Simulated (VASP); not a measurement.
Input of a VASP 6.6.1 run:

File INCAR:

```
SYSTEM = YI
  ALGO = Normal
  EDIFF = 1E-6
  ENCUT = 520
  ISIF = 2
  ISMEAR = -1
  ISPIN = 2
  LASPH = .TRUE.
  LCHARG = .TRUE.
  LELF = .TRUE.
  LMAXMIX = 4
  LORBIT = 11
  LREAL = .FALSE.
  LVHAR = .TRUE.
  LWAVE = .FALSE.
  MAGMOM = 0.6 0.6 0 0
  NBANDS = 30
  NELM = 150
  PREC = Accurate
  SIGMA = 0.05
```

The input KPOINTS:

```
k-points
0
G
  7 7 3
  0 0 0
```

Contents of POSCAR:

```
YI
1.0
    3.7909460686      0.0000000000      0.0000000000
   -1.8954730343      3.2830555997      0.0000000000
    0.0000000000      0.0000000000     10.6172842624
Y I
2 2
Direct
    0.6666666667      0.3333333333      0.6267270000
    0.3333333333      0.6666666667      0.3732730000
    0.3333333333      0.6666666667      0.8199750000
    0.6666666667      0.3333333333      0.1800250000
```

Potentials or basis: VASP PAW LDA potentials, release 64 (Y_sv, I).

Run with:

```bash
$ cat potpaw_LDA.64/Y_sv/POTCAR potpaw_LDA.64/I/POTCAR > POTCAR
$ mpirun -np 1 vasp_std > vasp.out
```

(1) Predict the largest force.

(2) What does it give for the pressure?

(3) Predict the net moment.

(4) Predict the band gap on the k mesh.

Answers

(1) 0.451 eV/Å.

(2) 1.7 GPa.

(3) 0.01 μB per cell.

(4) zero (filled and empty bands overlap).

Caveat: spin-orbit coupling is left out, which moves the levels of the heavy elements.
